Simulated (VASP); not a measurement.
# MnS: single point with LDA

MnS:

```
Mn S
1.0
     0.00000    5.20900    5.20900
     2.60450    0.00000    2.60450
     2.60450    2.60450    0.00000
Mn S
2 2
Direct
  0.00000 0.00000 0.00000
  0.50000 0.00000 0.00000
  0.25000 0.50000 0.50000
  0.75000 0.50000 0.50000
```

```
Program             : VASP 6.6.1
Task                : single point
Functional          : LDA
Potentials or basis : VASP PAW LDA potentials, release 64 (Mn_pv, S)
Cutoff              : 520 eV
k mesh              : 4 × 8 × 8
Occupations         : methfessel-paxton, width 0.0743 eV
Spin                : collinear spin, antiferromagnetic start
Starting moments    : [3.2, -3.2, 0.0, 0.0] μB
```

```json
{
 "Pressure": "-11.2 GPa",
 "Band gap on the k mesh": "0.42 eV",
 "Net moment": "0.00 μB per cell",
 "Site moments": "Mn +4.09, -4.09; S +0.00 μB",
 "Valence electrons inside the program's atomic spheres": "Mn 11.35; S 3.70"
}
```

Stress tensor (GPa, compression positive):
```
-11.19   0.17   0.17
  0.17 -11.19  -0.17
  0.17  -0.17 -11.19
```

Levels at points of the mesh, in eV from the valence-band top:
Spin up:
```tsv
k point	band 15	band 16	band 17	band 18	band 19	band 20	band 21	band 22	band 23	band 24
(0.00, 0.00, 0.00)	-1.39	-1.39	-1.39	-1.26	-1.26	0.86	0.86	0.97	2.40	2.52
(0.50, 0.00, 0.00)	-2.51	-2.51	-2.06	0.00	0.00	0.79	0.79	0.83	1.98	1.98
(0.00, 0.50, 0.00)	-2.84	-2.19	-2.03	-0.98	-0.52	0.49	1.40	1.49	1.73	2.63
(0.50, 0.50, 0.00)	-2.52	-2.19	-1.96	-0.69	-0.59	0.42	1.36	1.50	1.82	2.12
```
Spin down:
```tsv
k point	band 16	band 17	band 18	band 19	band 20	band 21	band 22	band 23
(0.00, 0.00, 0.00)	-1.39	-1.39	-1.26	-1.26	0.86	0.86	0.97	2.40
(0.50, 0.00, 0.00)	-2.51	-2.06	0.00	0.00	0.79	0.79	0.83	1.98
(0.00, 0.50, 0.00)	-2.19	-2.03	-0.98	-0.52	0.49	1.40	1.49	1.73
(0.50, 0.50, 0.00)	-2.19	-1.96	-0.69	-0.59	0.42	1.36	1.50	1.82
```

Wall time 2.2 min on 1 thread of Intel(R) Xeon(R) Platinum 8259CL CPU @ 2.50GHz (Skylake/Cascade Lake), with other jobs on the host, peak memory 0.24 GiB.

Caveat: the cell stands under tension; the antiferromagnetic order is the one typed at the start, and another may lie lower; semilocal functionals underestimate gaps, and a narrow one can read as zero. A k mesh can miss the band edges.
